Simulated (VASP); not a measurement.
# Zn (Fm-3m) in VASP: single point with LDA

Aim: the single point of Zn with LDA.

Everything below comes from runs of VASP 6.6.1. Logs are shortened: lines on timing, memory, paths and dates and some standing lists are left out, and cuts for length are marked.

**1. The cell of the first run**

It takes space group Fm-3m (No. 225, cubic). The conventional cell has a = 5.668 Å, b = 5.668 Å, c = 5.668 Å, α = 90.00°, β = 90.00°, γ = 90.00°. Within 5.3 Å of Zn (site symmetry m-3m) lie 12 Zn at 4.01 Å.

**2. Single point, LDA**

File INCAR:

```
SYSTEM = Zn
PREC = Accurate
ENCUT = 520
EDIFF = 1E-7
ISMEAR = -1
SIGMA = 0.05
LREAL = .FALSE.
LASPH = .TRUE.
NELM = 60
ALGO = Normal
ISIF = 2
LWAVE = .FALSE.
LCHARG = .FALSE.
NBANDS = 12
```

File KPOINTS:

```
regular mesh
0
G
  6 6 6
  0 0 0
```

File POSCAR:

```
Zn
1.0
    0.0000000000      2.8338000000      2.8338000000
    2.8338000000      0.0000000000      2.8338000000
    2.8338000000      2.8338000000      0.0000000000
Zn
1
Direct
    0.0000000000      0.0000000000      0.0000000000
```

Potentials or basis: VASP PAW LDA potentials, release 64 (Zn).

Run with:

```bash
$ cat potpaw_LDA.64/Zn/POTCAR > POTCAR
$ mpirun -np 1 vasp_std > vasp.out
```

OUTCAR:

```text
SYSTEM = Zn
   PREC = Accurate
   ENCUT = 520
   EDIFF = 1E-7
   ISMEAR = -1
   LREAL = .FALSE.
   LASPH = .TRUE.
   NELM = 60
   ISIF = 2

 ion  position               nearest neighbor table
   1  0.000  0.000  0.000-

  LATTYP: Found a face centered cubic cell.
 ALAT       =     5.6676000000

  Lattice vectors:

 A1 = (   0.0000000000,   2.8338000000,   2.8338000000)
 A2 = (   2.8338000000,   0.0000000000,   2.8338000000)
 A3 = (   2.8338000000,   2.8338000000,   0.0000000000)

Analysis of symmetry for initial positions (statically):
=====================================================================
 Subroutine PRICEL returns:
 Original cell was already a primitive cell.

 Routine SETGRP: Setting up the symmetry group for a
 face centered cubic supercell.

 Subroutine GETGRP returns: Found 48 space group operations
 (whereof 48 operations were pure point group operations)
 out of a pool of 48 trial point group operations.

The static configuration has the point symmetry O_h .

Analysis of symmetry for dynamics (positions and initial velocities):
=====================================================================
 Subroutine PRICEL returns:
 Original cell was already a primitive cell.

 Routine SETGRP: Setting up the symmetry group for a
 face centered cubic supercell.

 Subroutine GETGRP returns: Found 48 space group operations
 (whereof 48 operations were pure point group operations)
 out of a pool of 48 trial point group operations.

The dynamic configuration has the point symmetry O_h .

 Subroutine INISYM returns: Found 48 space group operations
 (whereof 48 operations are pure point group operations),
 and found     1 'primitive' translations

----------------------------------------------------------------------------------------

                                     Primitive cell

  volume of cell :      45.5132

  direct lattice vectors                    reciprocal lattice vectors
     0.000000000  2.833800000  2.833800000    -0.176441527  0.176441527  0.176441527
     2.833800000  0.000000000  2.833800000     0.176441527 -0.176441527  0.176441527
     2.833800000  2.833800000  0.000000000     0.176441527  0.176441527 -0.176441527

  length of vectors
     4.007598393  4.007598393  4.007598393     0.305605690  0.305605690  0.305605690

  position of ions in fractional coordinates (direct lattice)
     0.000000000  0.000000000  0.000000000

  ion indices of the primitive-cell ions
   primitive index   ion index
                 1           1

[... 72 lines left out ...]
   PSTRESS=    0.0 pullay stress
   NELECT =      12.0000    total number of electrons
   NUPDOWN=      -1.0000    fix difference up-down
   EMIN   =  10.00;   EMAX   =-10.00  energy-range for DOS
   EFERMI =   0.00;   METHOD = LEGACY
   ISMEAR =    -1;   SIGMA  =   0.05  broadening in eV -4-tet -1-fermi 0-gaus
   EFERMI_NEDOS =   21; number of points for ismear=-14 and -15
   IALGO  =     38    algorithm
   IMIX   =      4    mixing-type and parameters
     AMIX     =   0.40;   BMIX     =  1.00
     AMIX_MAG =   1.60;   BMIX_MAG =  1.00
  volume/ion in A,a.u.               =      45.51       307.14
  Fermi-wavevector in a.u.,A,eV,Ry     =   1.049758  1.983756 14.993523  1.101993
  Thomas-Fermi vector in A             =   2.184734
   LORBIT       =      0    0 simple, 1 ext, 2 COOP (PROOUT), +10 PAW based schemes
   GGA     = CA    functional components
   LHFCALC =     F    Hartree Fock is set to
   AEXX    =    0.0000 exact exchange contribution
   IVDW    =     0    specifies the selected vdW correction
   LEPSILON=     F    determine dielectric tensor
   LRPA    =     F    only Hartree local field effects (RPA)
 non-spin polarized calculation
  energy-cutoff  :      520.00
  volume of cell :       45.51
 maximum number of plane-waves:      1243
 NGX is ok and might be reduce to    30
   NGX = 15   NGY = 15   NGZ = 15

 number of electron      12.0000010 magnetization

 Free energy of the ion-electron system (eV)
  ---------------------------------------------------
  ext. energy  EPLUGINS =         0.00000000
  ---------------------------------------------------
  free energy    TOTEN  =        -0.40593347 eV

  energy without entropy =       -0.40593316  energy(sigma->0) =       -0.40593332

 E-fermi :  -2.1784     XC(G=0):  -7.0631

 val. band max:       -2.8351463471   @ k =  -0.3333   0.5000   0.1667
 cond. band min:      -1.5781799093   @ k =   0.5000   0.0000   0.0000
 fundamental gap:      1.2569664378
 Fermi energy:        -2.1784096051

 k-point     1 :       0.0000    0.0000    0.0000
  band No.  band energies     occupation
      1      -8.2484      2.00000
      2      -8.2484      2.00000
      3      -8.2484      2.00000
      4      -8.2142      2.00000
      5      -8.2142      2.00000
      6      -6.3903      2.00000
      7       5.8098      0.00000
      8       5.8098      0.00000
      9       5.8098      0.00000
     10       8.7259      0.00000
     11       9.7679      0.00000
     12       9.7679      0.00000
[... 211 lines left out ...]
 k-point    16 :      -0.3333    0.5000    0.1667
  band No.  band energies     occupation
      1      -8.2667      2.00000
      2      -8.2610      2.00000
      3      -8.2080      2.00000
      4      -8.1990      2.00000
      5      -8.1758      2.00000
      6      -2.8351      2.00000
      7      -0.3410      0.00000
      8       1.1844      0.00000
      9       1.5527      0.00000
     10       7.2073      0.00000
     11       8.1429      0.00000
     12      12.2401      0.00000

------------------------ aborting loop because EDIFF is reached ----------------------------------------

  FORCE on cell =-STRESS in cart. coord.  units (eV):
  Direction    XX          YY          ZZ          XY          YZ          ZX
  --------------------------------------------------------------------------------------
  -------------------------------------------------------------------------------------
  Total       -0.7030767     -0.7030767     -0.7030767      0.0000000      0.0000000      0.0000000
  in kB      -24.7500295    -24.7500295    -24.7500295      0.0000000      0.0000000      0.0000000
  external PRESSURE =     -24.7500295 kB  Pullay stress =       0.0000000 kB

 VOLUME and BASIS-vectors are now :
 -----------------------------------------------------------------------------
  energy-cutoff  :      520.00
  volume of cell :       45.51
      direct lattice vectors                 reciprocal lattice vectors
     0.000000000  2.833800000  2.833800000    -0.176441527  0.176441527  0.176441527
     2.833800000  0.000000000  2.833800000     0.176441527 -0.176441527  0.176441527
     2.833800000  2.833800000  0.000000000     0.176441527  0.176441527 -0.176441527

 POSITION                                       TOTAL-FORCE (eV/Angst)
 -----------------------------------------------------------------------------------
      0.00000      0.00000      0.00000         0.000000      0.000000      0.000000
 -----------------------------------------------------------------------------------
    total drift:                               -0.000000     -0.000000      0.000000

  FREE ENERGIE OF THE ION-ELECTRON SYSTEM (eV)
  ---------------------------------------------------
  free  energy   TOTEN  =        -0.4059334697 eV

  energy  without entropy=       -0.4059331614  energy(sigma->0) =       -0.40593332
```

OSZICAR:

```text
N       E                     dE             d eps       ncg     rms          rms(c)
DAV:   1     0.426641275492E+02    0.42664E+02   -0.58621E+03   384   0.103E+03
DAV:   2     0.120798409971E+01   -0.41456E+02   -0.40281E+02   404   0.190E+02
DAV:   3    -0.401736720898E+00   -0.16097E+01   -0.16083E+01   444   0.364E+01
DAV:   4    -0.410480871732E+00   -0.87442E-02   -0.87437E-02   428   0.322E+00
DAV:   5    -0.410500476055E+00   -0.19604E-04   -0.19604E-04   476   0.125E-01    0.296E-01
DAV:   6    -0.406870491905E+00    0.36300E-02   -0.95385E-03   460   0.127E+00    0.270E-01
DAV:   7    -0.406065067055E+00    0.80542E-03   -0.67501E-04   432   0.325E-01    0.919E-02
DAV:   8    -0.405924785221E+00    0.14028E-03   -0.26784E-04   444   0.124E-01    0.199E-02
DAV:   9    -0.405933261870E+00   -0.84766E-05   -0.80518E-06   428   0.162E-02    0.190E-03
DAV:  10    -0.405933458458E+00   -0.19659E-06   -0.15637E-07   456   0.387E-03    0.649E-04
DAV:  11    -0.405933469662E+00   -0.11204E-07   -0.11057E-08   288   0.801E-04
   1 F= -.40593347E+00 E0= -.40593332E+00  d E =-.308299E-06
```

Wall time 5.6 s (1 thread of Intel Xeon 6975P-C (Granite Rapids), shared host); peak memory 0.14 GiB.

What came out:

* Free energy: -0.4059 eV
* Pressure: -2.5 GPa
* Band gap on the k mesh: 1.26 eV, indirect (least direct gap 2.06 eV)
